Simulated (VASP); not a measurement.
A run of VASP 6.6.1 is set up as follows.

File POSCAR:

```
CdS
1.0
    0.0000000000      2.9392750276      2.9392750276
    2.9392750276      0.0000000000      2.9392750276
    2.9392750276      2.9392750276      0.0000000000
Cd S
1 1
Direct
    0.0000000000      0.0000000000      0.0000000000
    0.7500000000      0.7500000000      0.7500000000
```

The input INCAR.step1:

```
SYSTEM = CdS
PREC = Accurate
ENCUT = 600
ISMEAR = 0
SIGMA = 0.01
LREAL = .FALSE.
LASPH = .TRUE.
NELM = 100
GGA = PE
ALGO = Normal
EDIFF = 1E-4
LWAVE = .TRUE.
LCHARG = .FALSE.
```

The input INCAR.step2:

```
SYSTEM = CdS
PREC = Accurate
ENCUT = 600
EDIFF = 1E-6
ISMEAR = 0
SIGMA = 0.01
LREAL = .FALSE.
LASPH = .TRUE.
NELM = 100
ALGO = Normal
ISIF = 3
LWAVE = .FALSE.
LCHARG = .FALSE.
METAGGA = R2SCAN
LMIXTAU = .TRUE.
IBRION = 2
NSW = 100
EDIFFG = -0.002
PSTRESS = 40.0
ISTART = 1
```

The input KPOINTS:

```
Automatic mesh
0
G
  6 6 6
  0 0 0
```

Potentials or basis: VASP PAW PBE potentials, release 64 (Cd, S).

Run with:

```console
$ cat potpaw_PBE.64/Cd/POTCAR potpaw_PBE.64/S/POTCAR > POTCAR
$ cp INCAR.step1 INCAR
$ mpirun -np 1 vasp_std > vasp.out
$ cp INCAR.step2 INCAR
$ mpirun -np 1 vasp_std > vasp.out
```

(1) Estimate the relaxed volume.

(2) What does it give for the band gap on the k mesh?

(3) What does it give for the space group after relaxing (to 0.05 Å)?

(4) What does it give for the relaxed cell?

Answers

(1) 24.06 Å³/atom.

(2) 1.66 eV, direct.

(3) F-43m (No. 216).

(4) a = 4.083 Å, b = 4.083 Å, c = 4.083 Å, α = 60.00°, β = 60.00°, γ = 60.00°.

Caveat: the cell is relaxed towards a set pressure, so the enthalpy falls and the energy may rise; the PAW data sets were made with another functional, which shifts forces and pressure a little.
